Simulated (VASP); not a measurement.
# MoRu2 (P-3m1) in VASP: a series of runs

MoRu2 is run at these levels: PBE; tasks: single point, relaxation of cell and atoms.

All numbers are computed with VASP 6.6.1; they aren't measurements. Logs are shortened: lines on timing, memory, paths and dates and some standing lists are left out, and cuts for length are marked.

## Step 1: The cell of the first run

Symmetry: P-3m1, No. 164, trigonal system. The conventional cell has a = 2.744 Å, b = 2.744 Å, c = 13.360 Å, α = 90.00°, β = 90.00°, γ = 120.00°. Within 3.6 Å of Mo (site symmetry 3m) lie 3 Ru at 2.72 Å and 9 Mo at 2.74 to 2.94 Å. Within 3.5 Å of Ru (site symmetry 3m) lie 9 Ru at 2.69 to 2.74 Å and 3 Mo at 2.72 Å. Ru (site symmetry 3m) has 12 Ru at 2.65 to 2.74 Å within 3.5 Å.

## Step 2: Single point, PBE

The input, INCAR:

```
PREC = Accurate ; ENCUT = 520
EDIFF = 1E-6 ; ISMEAR = 0
SIGMA = 0.1 ; LREAL = False
LASPH = True ; NELM = 100
ALGO = Normal ; ISIF = 2
LWAVE = False ; LCHARG = False
GGA = PE ; NBANDS = 51
```

The input, KPOINTS:

```
regular mesh
0
Gamma
  6 6 2
```

The input, POSCAR:

```
MoRu2
1.0
    2.7441956762      0.0000000000      0.0000000000
   -1.3720978381      2.3765431686      0.0000000000
    0.0000000000      0.0000000000     13.3603788368
Mo Ru
2 4
Direct
    0.3333333333      0.6666666667      0.9072181917
    0.6666666667      0.3333333333      0.0927818083
    0.3333333333      0.6666666667      0.2579212035
    0.3333333333      0.6666666667      0.5794397047
    0.6666666667      0.3333333333      0.4205602953
    0.6666666667      0.3333333333      0.7420787965
```

Potentials or basis: VASP PAW PBE potentials, release 64 (Mo_sv, Ru_pv).

Command:

```sh
cat potpaw_PBE.64/Mo_sv/POTCAR potpaw_PBE.64/Ru_pv/POTCAR > POTCAR
mpirun -np 1 vasp_std > vasp.out
```

OUTCAR:

```text
PREC = Accurate
   ENCUT = 520
   EDIFF = 1E-6
   ISMEAR = 0
   LREAL = False
   LASPH = True
   NELM = 100
   ISIF = 2
   GGA = PE

 ion  position               nearest neighbor table
   1  0.333  0.667  0.907-   6 2.72   6 2.72   6 2.72   2 2.94   2 2.94   2 2.94
   2  0.667  0.333  0.093-   3 2.72   3 2.72   3 2.72   1 2.94   1 2.94   1 2.94
   3  0.333  0.667  0.258-   5 2.69   5 2.69   5 2.69   2 2.72   2 2.72   2 2.72
   4  0.333  0.667  0.579-   5 2.65   5 2.65   5 2.65   6 2.69   6 2.69   6 2.69
   5  0.667  0.333  0.421-   4 2.65   4 2.65   4 2.65   3 2.69   3 2.69   3 2.69
   6  0.667  0.333  0.742-   4 2.69   4 2.69   4 2.69   1 2.72   1 2.72   1 2.72

  LATTYP: Found a hexagonal cell.
 ALAT       =     2.7441956762
 C/A-ratio  =     4.8685955425

  Lattice vectors:

 A1 = (   2.7441956762,   0.0000000000,   0.0000000000)
 A2 = (  -1.3720978381,   2.3765431686,   0.0000000000)
 A3 = (   0.0000000000,   0.0000000000,  13.3603788368)

Analysis of symmetry for initial positions (statically):
=====================================================================
 Subroutine PRICEL returns:
 Original cell was already a primitive cell.

 Routine SETGRP: Setting up the symmetry group for a
 hexagonal supercell.

 Subroutine GETGRP returns: Found 12 space group operations
 (whereof 12 operations were pure point group operations)
 out of a pool of 24 trial point group operations.

The static configuration has the point symmetry D_3d.

Analysis of symmetry for dynamics (positions and initial velocities):
=====================================================================
 Subroutine PRICEL returns:
 Original cell was already a primitive cell.

 Routine SETGRP: Setting up the symmetry group for a
 hexagonal supercell.

 Subroutine GETGRP returns: Found 12 space group operations
 (whereof 12 operations were pure point group operations)
 out of a pool of 24 trial point group operations.

The dynamic configuration has the point symmetry D_3d.

 Subroutine INISYM returns: Found 12 space group operations
 (whereof 12 operations are pure point group operations),
 and found     1 'primitive' translations

----------------------------------------------------------------------------------------

                                     Primitive cell

  volume of cell :      87.1324

  direct lattice vectors                    reciprocal lattice vectors
     2.744195676  0.000000000  0.000000000     0.364405501  0.210389614  0.000000000
    -1.372097838  2.376543169  0.000000000     0.000000000  0.420779228  0.000000000
     0.000000000  0.000000000 13.360378837     0.000000000  0.000000000  0.074848177

  length of vectors
     2.744195676  2.744195676 13.360378837     0.420779228  0.420779228  0.074848177

  position of ions in fractional coordinates (direct lattice)
     0.333333333  0.666666667  0.907218192
     0.666666667  0.333333333  0.092781808
     0.333333333  0.666666667  0.257921203
     0.333333333  0.666666667  0.579439705
     0.666666667  0.333333333  0.420560295
     0.666666667  0.333333333  0.742078797

  ion indices of the primitive-cell ions
   primitive index   ion index
                 1           1
                 2           2
                 3           3
                 4           4
                 5           5
                 6           6

----------------------------------------------------------------------------------------

 KPOINTS: regular mesh

Automatic generation of k-mesh.
 Grid dimensions read from file:
 generate k-points for:    6    6    2

 Generating k-lattice:

  Cartesian coordinates                     Fractional coordinates (reciprocal lattice)
     0.060734250  0.035064936  0.000000000     0.166666667  0.000000000  0.000000000
     0.000000000  0.070129871  0.000000000     0.000000000  0.166666667  0.000000000
     0.000000000  0.000000000  0.037424089     0.000000000  0.000000000  0.500000000

  Length of vectors
     0.070129871  0.070129871  0.037424089

  Shift w.r.t. Gamma in fractional coordinates (k-lattice)
     0.000000000  0.000000000  0.000000000

 Subroutine IBZKPT returns following result:
 ===========================================

 Found     14 irreducible k-points:

 Following reciprocal coordinates:
            Coordinates               Weight
  0.000000  0.000000  0.000000      1.000000
  0.166667 -0.000000  0.000000      6.000000
  0.333333  0.000000  0.000000      6.000000
  0.500000 -0.000000  0.000000      3.000000
  0.166667  0.166667  0.000000      6.000000
  0.333333  0.166667  0.000000     12.000000
  0.333333  0.333333  0.000000      2.000000
  0.000000  0.000000  0.500000      1.000000
  0.166667 -0.000000  0.500000      6.000000
  0.333333  0.000000  0.500000      6.000000
  0.500000 -0.000000  0.500000      3.000000
  0.166667  0.166667  0.500000      6.000000
  0.333333  0.166667  0.500000     12.000000
  0.333333  0.333333  0.500000      2.000000
   k-points           NKPTS =     14   k-points in BZ     NKDIM =     14   number of bands    NBANDS=     51
   number of dos      NEDOS =    301   number of ions     NIONS =      6
   total plane-waves  NPLWV =  40000
   dimension x,y,z NGX =    20 NGY =   20 NGZ =  100
   dimension x,y,z NGXF=    40 NGYF=   40 NGZF=  200
   ions per type =               2   4
   NGX,Y,Z   is equivalent  to a cutoff of  12.12, 12.12, 12.44 a.u.
   NGXF,Y,Z  is equivalent  to a cutoff of  24.23, 24.23, 24.89 a.u.
 SYSTEM =  unknown system
   PREC   = accura    normal or accurate (medium, high low for compatibility)
   ISTART =      0    job   : 0-new  1-cont  2-samecut
   ICHARG =      2    charge: 1-file 2-atom 10-const
   ISPIN  =      1    spin polarized calculation?
   LNONCOLLINEAR =      F non collinear calculations
   LSORBIT =      F    spin-orbit coupling
   LASPH  =      T    aspherical Exc in radial PAW
   ENCUT  =  520.0 eV  38.22 Ry    6.18 a.u.   5.10  5.10 24.84*2*pi/ulx,y,z
   NELM   =    100;   NELMIN=  2; NELMDL= -5     # of ELM steps
   EDIFF  = 0.1E-05   stopping-criterion for ELM
   LREAL  =      F    real-space projection
   EDIFFG = 0.1E-04   stopping-criterion for IOM
   NSW    =      0    number of steps for IOM
   IBRION =     -1    ionic relax: 0-MD 1-quasi-New 2-CG
   NFREE  =      0    steps in history (QN), initial steepest desc. (CG)
   ISIF   =      2    stress and relaxation
   ISYM   =      2    0-nonsym 1-usesym 2-fastsym
   POTIM  = 0.5000    time-step for ionic-motion
   TEBEG  =    0.0;   TEEND  =   0.0 temperature during run
   PSTRESS=    0.0 pullay stress
   NELECT =      84.0000    total number of electrons
   NUPDOWN=      -1.0000    fix difference up-down
   EMIN   =  10.00;   EMAX   =-10.00  energy-range for DOS
   EFERMI =   0.00;   METHOD = LEGACY
   ISMEAR =     0;   SIGMA  =   0.10  broadening in eV -4-tet -1-fermi 0-gaus
   EFERMI_NEDOS =   21; number of points for ismear=-14 and -15
   IALGO  =     38    algorithm
   IMIX   =      4    mixing-type and parameters
     AMIX     =   0.40;   BMIX     =  1.00
     AMIX_MAG =   1.60;   BMIX_MAG =  1.00
  volume/ion in A,a.u.               =      14.52        98.00
  Fermi-wavevector in a.u.,A,eV,Ry     =   1.617241  3.056142 35.585608  2.615468
  Thomas-Fermi vector in A             =   2.711698
   LORBIT       =      0    0 simple, 1 ext, 2 COOP (PROOUT), +10 PAW based schemes
   GGA     = PE    functional components
   LHFCALC =     F    Hartree Fock is set to
   AEXX    =    0.0000 exact exchange contribution
   IVDW    =     0    specifies the selected vdW correction
   LEPSILON=     F    determine dielectric tensor
   LRPA    =     F    only Hartree local field effects (RPA)
 non-spin polarized calculation
 Gauss-broadening in eV      SIGMA  =   0.10
  energy-cutoff  :      520.00
  volume of cell :       87.13
 maximum number of plane-waves:      2364
   NGX = 11   NGY = 11   NGZ = 49

 number of electron      83.9999997 magnetization

 Free energy of the ion-electron system (eV)
  ---------------------------------------------------
  ext. energy  EPLUGINS =         0.00000000
  ---------------------------------------------------
  free energy    TOTEN  =       -58.17213819 eV

  energy without entropy =      -58.13868931  energy(sigma->0) =      -58.15541375

 E-fermi :  12.2659     XC(G=0): -13.7370

 val. band max:       12.2438008533   @ k =   0.1667  -0.0000   0.5000
 cond. band min:      12.2894204491   @ k =   0.3333   0.1667   0.5000
 fundamental gap:      0.0456195958
 Fermi energy:        12.2659223226

 k-point     1 :       0.0000    0.0000    0.0000
  band No.  band energies     occupation
      1     -48.5479      2.00000
      2     -48.4775      2.00000
      3     -31.1678      2.00000
      4     -30.7647      2.00000
      5     -30.4959      2.00000
      6     -30.4959      2.00000
[... 43 lines left out ...]
     50      13.3891      0.00000
     51      13.5734      0.00000

 k-point     2 :       0.1667   -0.0000    0.0000
  band No.  band energies     occupation
      1     -48.4913      2.00000
      2     -48.4291      2.00000
      3     -31.1101      2.00000
      4     -30.8085      2.00000
      5     -30.6206      2.00000
      6     -30.5816      2.00000
[... 43 lines left out ...]
     50      13.2680      0.00000
     51      13.6297      0.00000

 k-point     3 :       0.3333    0.0000    0.0000
  band No.  band energies     occupation
      1     -48.3739      2.00000
      2     -48.3332      2.00000
      3     -31.0711      2.00000
      4     -31.0509      2.00000
      5     -30.8510      2.00000
      6     -30.7411      2.00000
[... 43 lines left out ...]
     50      14.2713      0.00000
     51      15.1813      0.00000
[... 487 lines left out ...]
 k-point    13 :       0.3333    0.1667    0.5000
  band No.  band energies     occupation
      1     -48.3111      2.00000
      2     -48.2878      2.00000
      3     -31.1257      2.00000
      4     -31.0890      2.00000
      5     -30.8806      2.00000
      6     -30.8047      2.00000
[... 43 lines left out ...]
     50      15.5626      0.00000
     51      16.2121      0.00000

 k-point    14 :       0.3333    0.3333    0.5000
  band No.  band energies     occupation
      1     -48.2723      2.00000
      2     -48.2723      2.00000
      3     -31.0334      2.00000
      4     -31.0334      2.00000
      5     -31.0018      2.00000
      6     -30.8296      2.00000
[... 43 lines left out ...]
     50      15.1690      0.00000
     51      19.4505      0.00000

------------------------ aborting loop because EDIFF is reached ----------------------------------------

  FORCE on cell =-STRESS in cart. coord.  units (eV):
  Direction    XX          YY          ZZ          XY          YZ          ZX
  --------------------------------------------------------------------------------------
  -------------------------------------------------------------------------------------
  Total        0.0670960      0.0670960      0.0623926     -0.0000000      0.0000000     -0.0000000
  in kB        1.2337508      1.2337508      1.1472655     -0.0000000      0.0000000     -0.0000000
  external PRESSURE =       1.2049224 kB  Pullay stress =       0.0000000 kB

 VOLUME and BASIS-vectors are now :
 -----------------------------------------------------------------------------
  energy-cutoff  :      520.00
  volume of cell :       87.13
      direct lattice vectors                 reciprocal lattice vectors
     2.744195676  0.000000000  0.000000000     0.364405501  0.210389614  0.000000000
    -1.372097838  2.376543169  0.000000000     0.000000000  0.420779228  0.000000000
     0.000000000  0.000000000 13.360378837     0.000000000  0.000000000  0.074848177

 POSITION                                       TOTAL-FORCE (eV/Angst)
 -----------------------------------------------------------------------------------
     -0.00000      1.58436     12.12078         0.000000     -0.000000      0.001399
      1.37210      0.79218      1.23960        -0.000000      0.000000     -0.001399
     -0.00000      1.58436      3.44592         0.000000      0.000000      0.011963
     -0.00000      1.58436      7.74153         0.000000     -0.000000      0.007975
      1.37210      0.79218      5.61884        -0.000000      0.000000     -0.007975
      1.37210      0.79218      9.91445         0.000000     -0.000000     -0.011963
 -----------------------------------------------------------------------------------
    total drift:                                0.000000     -0.000000      0.000000

  FREE ENERGIE OF THE ION-ELECTRON SYSTEM (eV)
  ---------------------------------------------------
  free  energy   TOTEN  =       -58.1721381923 eV

  energy  without entropy=      -58.1386893147  energy(sigma->0) =      -58.15541375
```

Run time: 50 s. Hardware: 1 thread of Oxide Virtual Turin-like, shared host; peak memory 0.18 GiB.

Results:

| Item | Value |
| --- | --- |
| Free energy | -58.1721 eV |
| Pressure | 0.1 GPa |
| Largest force | 0.012 eV/Å |
| Band gap on the k mesh | zero (bands 42 and 43 overlap by 2.35 eV) |

Forces in eV/Å, atoms in the order of the input:
```
Mo   0.000  0.000  0.001
Mo   0.000  0.000 -0.001
Ru   0.000  0.000  0.012
Ru   0.000  0.000  0.008
Ru   0.000  0.000 -0.008
Ru   0.000  0.000 -0.012
```

Caveat: the k points lie up to 0.44 Å⁻¹ apart, too coarse for converged energies and pressures of a metal.

[end of part 1 of 2]

The gap in the log of VASP goes by the Fermi energy; the results here count the filled bands.